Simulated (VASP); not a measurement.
Input of a VASP 6.6.1 run:

The input INCAR:

```
PREC     = Accurate       # precision mode
ENCUT    = 520            # plane-wave cutoff, eV
EDIFF    = 1E-6           # SCF threshold, eV
ISMEAR   = -1             # smearing method
SIGMA    = 0.05           # smearing width, eV
LREAL    = False          # projectors in reciprocal space
LASPH    = True           # aspherical terms in the spheres
NELM     = 200            # most SCF steps
ALGO     = Normal         # electronic algorithm
ISIF     = 2              # what is computed and relaxed
LWAVE    = False          # write WAVECAR
LCHARG   = False          # write CHGCAR
ISPIN    = 2              # spin polarisation
MAGMOM   = 0.167 0.167 0.167 0.167 0.167 0.167 0.167 0.167 0.167 0.167 0.167 0.167 # initial moments
LORBIT   = 11             # projections on sites
GGA      = PS             # functional
NELECT   = 104.0        
NBANDS   = 68             # bands
GGA_COMPAT= False
```

The input KPOINTS:

```
Automatic mesh
0
Gamma
  2 2 2
  0.5 0.5 0.5
```

Contents of POSCAR:

```
Sn4ClO7
1.0
    4.7690460000      0.0000000000      0.0000000000
    0.0000000000      4.7690460000      0.0000000000
    0.0000000000      0.0000000000      6.4242020000
Sn O Cl
4 7 1
Direct
    0.0071150000      0.9752800000      0.9972540000
    0.0028070000      0.0038520000      0.4848320000
    0.5018340000      0.4943570000      0.2466220000
    0.5080460000      0.5145170000      0.7469300000
    0.3133430000      0.3207070000      0.9920930000
    0.7061090000      0.7135960000      0.9963390000
    0.6876310000      0.6847310000      0.4984820000
    0.1974930000      0.8408830000      0.2332660000
    0.1743190000      0.8321230000      0.7551090000
    0.8016320000      0.2144810000      0.2428980000
    0.8013000000      0.1965930000      0.7497710000
    0.3080110000      0.3116230000      0.4773980000
```

Potentials or basis: VASP PAW PBE potentials, release 64 (Sn_d, O, Cl).

Run with:

```console
$ cat potpaw_PBE.64/Sn_d/POTCAR potpaw_PBE.64/O/POTCAR potpaw_PBE.64/Cl/POTCAR > POTCAR
$ mpirun -np 1 vasp_std > vasp.out
```

(1) Estimate the largest force.

(2) Predict the net moment.

Answers

(1) 15.603 eV/Å.

(2) 0.00 μB per cell.

Caveat: the k points lie up to 0.66 Å⁻¹ apart; the cell carries a net charge on a neutralising background, which shifts energy and pressure; the PAW data sets were made with another functional, which shifts forces and pressure a little.
